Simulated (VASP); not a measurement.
Set up this calculation in VASP 6.6.1, as the native input.

```yaml
Task: single point
Functional: PBEsol
Potentials_or_basis: VASP PAW PBE potentials, release 64 (Ta_pv, N)
Cutoff: 520 eV
k_mesh: 18 × 18 × 10
Occupations: gaussian, width 0.15 eV
Spin: no spin polarisation
Dipole_correction: no
Further_INCAR_settings: ALGO = Normal; EDIFF = 1e-07; NBANDS = 20
```

The structure of Ta2N lies in POSCAR:

```
Ta2N
1.0
    2.9246846176      0.0000000000      0.0000000000
   -1.4623423088      2.5328511769      0.0000000000
    0.0000000000      0.0000000000      4.8232571780
Ta N
2 1
Direct
    0.6666666667      0.3333333333      0.7462554481
    0.3333333333      0.6666666667      0.2537445519
    0.0000000000      0.0000000000      0.0000000000
```

This cell differs from its parent crystal: strain -0.050 along x and y, +0.000 along z.

One way to write it, as run:

INCAR

```
PREC     = Accurate       # precision mode
ENCUT    = 520            # plane-wave cutoff, eV
EDIFF    = 1E-7           # SCF threshold, eV
ISMEAR   = 0              # smearing method
SIGMA    = 0.15           # smearing width, eV
LREAL    = F              # projectors in reciprocal space
LASPH    = T              # aspherical terms in the spheres
NELM     = 60             # most SCF steps
ALGO     = Normal         # electronic algorithm
ISIF     = 2              # what is computed and relaxed
LWAVE    = F              # write WAVECAR
LCHARG   = T              # write CHGCAR
GGA      = PS             # functional
LELF     = T              # ELF
LVHAR    = T            
NBANDS   = 20             # bands
```

KPOINTS

```
regular mesh
0
Gamma
  18 18 10
```

Potentials or basis: VASP PAW PBE potentials, release 64 (Ta_pv, N).

Run with:

```sh
$ cat potpaw_PBE.64/Ta_pv/POTCAR potpaw_PBE.64/N/POTCAR > POTCAR
$ mpirun -np 1 vasp_std > vasp.out
```

Results of the run:

```
Pressure               : 40.0 GPa
Largest force          : 1.384 eV/Å
Band gap on the k mesh : zero (an odd number of electrons rules out a gap without spin polarisation)
```

Caveat: the cell differs from its parent crystal (strain -0.050 along x and y, +0.000 along z); the stress differs along the axes, from 31 to 45 GPa; the PAW data sets were made with another functional, which shifts forces and pressure a little; spin-orbit coupling is left out, which moves the levels of the heavy elements.

It took 4.6 min on 1 thread of Intel Xeon 8259CL, with other jobs on the host, peak memory 0.33 GiB.
